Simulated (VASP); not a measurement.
## HfO2: single point with LDA

The system is HfO2.

```
CELL_PARAMETERS angstrom
5.11500 0.00000 0.00000
0.00000 -5.11500 0.00000
0.00000 0.00000 -5.11500
ATOMIC_POSITIONS crystal
Hf 0.01037 0.51037 0.50000
Hf 0.50000 0.00000 0.50000
Hf 0.50000 0.50000 0.00000
Hf 0.00000 0.00000 0.00000
O 0.25000 0.25000 0.25000
O 0.75000 0.75000 0.25000
O 0.75000 0.25000 0.75000
O 0.25000 0.75000 0.75000
O 0.75000 0.75000 0.75000
O 0.25000 0.25000 0.75000
O 0.25000 0.75000 0.25000
O 0.75000 0.25000 0.25000
```

This cell differs from its parent crystal: atom 1 (Hf) moved +0.075 Å along Cartesian [1 -1 0].

```
Program                : VASP 6.6.1
Task                   : single point
Functional             : LDA
Potentials or basis    : VASP PAW LDA potentials, release 64 (Hf_pv, O)
Cutoff                 : 520 eV
k mesh                 : 6 × 6 × 6
Occupations            : gaussian, width 0.05 eV
Spin                   : no spin polarisation
Dipole correction      : no
Further INCAR settings : ALGO = Normal; EDIFF = 1e-07; NBANDS = 56
```

```
Pressure               : -19.1 GPa
Largest force          : 0.904 eV/Å
Band gap on the k mesh : 3.48 eV
```

Forces on the atoms (eV/Å):
```
Hf  -0.639  0.639  0.000
Hf   0.461 -0.461  0.000
Hf   0.460  0.449  0.000
Hf  -0.449 -0.460  0.000
O    0.036 -0.041 -0.003
O    0.041 -0.036 -0.003
O   -0.026  0.026 -0.060
O    0.032 -0.032  0.009
O    0.041 -0.036  0.003
O    0.036 -0.041  0.003
O    0.032 -0.032 -0.009
O   -0.026  0.026  0.060
```

Stress tensor (GPa, compression positive):
```
-19.16  -0.17   0.00
 -0.17 -19.16   0.00
  0.00   0.00 -19.13
```

Levels at points of the mesh, in eV from the valence-band top:
| k point | band 41 | band 42 | band 43 | band 44 | band 45 | band 46 | band 47 | band 48 |
| --- | --- | --- | --- | --- | --- | --- | --- | --- |
| (0.00, 0.00, 0.00) | -0.61 | -0.04 | -0.04 | 0.00 | 3.48 | 3.48 | 3.49 | 3.58 |
| (0.50, 0.00, 0.00) | -0.62 | -0.60 | -0.23 | -0.19 | 4.14 | 4.18 | 4.23 | 4.33 |
| (0.00, 0.00, 0.50) | -0.69 | -0.69 | -0.23 | -0.21 | 4.17 | 4.18 | 4.27 | 4.29 |
| (0.50, 0.50, 0.00) | -0.95 | -0.74 | -0.74 | -0.53 | 3.95 | 4.00 | 4.04 | 4.10 |
| (0.00, 0.50, 0.50) | -0.85 | -0.84 | -0.64 | -0.64 | 3.98 | 3.99 | 4.06 | 4.06 |
| (0.50, 0.50, 0.50) | -1.84 | -1.84 | -1.84 | -1.83 | 4.28 | 4.28 | 4.29 | 4.29 |

Wall time 5.8 min on 1 thread of Intel(R) Xeon(R) Platinum 8488C (Sapphire Rapids) (shared host), peak memory 0.38 GiB.

Caveat: the cell differs from its parent crystal (atom 1 (Hf) moved +0.075 Å along Cartesian [1 -1 0]); the cell stands under tension; spin-orbit coupling is left out, which moves the levels of the heavy elements. A k mesh can miss the band edges.
